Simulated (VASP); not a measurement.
Write the native input for VASP 6.6.1 that does the following.

```yaml
Task: single point
Functional: LDA
Potentials_or_basis: VASP PAW LDA potentials, release 64 (Ti_sv)
Cutoff: 520 eV
k_mesh: 16 × 16 × 16
Occupations: fermi-dirac, width 0.1 eV
Spin: no spin polarisation
Dipole_correction: no
Further_INCAR_settings: ALGO = Normal; EDIFF = 1e-06; NBANDS = 12
```

The structure of Ti lies in POSCAR:

```
Ti
1.0
   -1.5629775523      1.5629775523      1.5629775523
    1.5629775523     -1.5629775523      1.5629775523
    1.5629775523      1.5629775523     -1.5629775523
Ti
1
Direct
    0.0000000000      0.0000000000      0.0000000000
```

This cell differs from its parent crystal: volume scaled by 0.96.

One way to write it, as run:

INCAR

```
ALGO = Normal
EDIFF = 1E-6
ENCUT = 520
GGA = CA
ISIF = 2
ISMEAR = -1
LASPH = T
LCHARG = F
LREAL = F
LWAVE = F
NBANDS = 12
NELM = 60
PREC = Accurate
SIGMA = 0.1
```

KPOINTS

```
k-points
0
Gamma
  16 16 16
```

Potentials or basis: VASP PAW LDA potentials, release 64 (Ti_sv).

Run with:

```console
$ cat potpaw_LDA.64/Ti_sv/POTCAR > POTCAR
$ mpirun -np 1 vasp_std > vasp.out
```

It gave:

```json
{
  "Pressure": "5.0 GPa",
  "Band gap on the k mesh": "zero (band 6 reaches 10.30 eV, above the bottom of band 7 at 8.50 eV)"
}
```

Wall time 7.9 s on 1 thread of Intel(R) Xeon(R) 6975P-C (Granite Rapids) (shared host), peak memory 0.13 GiB.
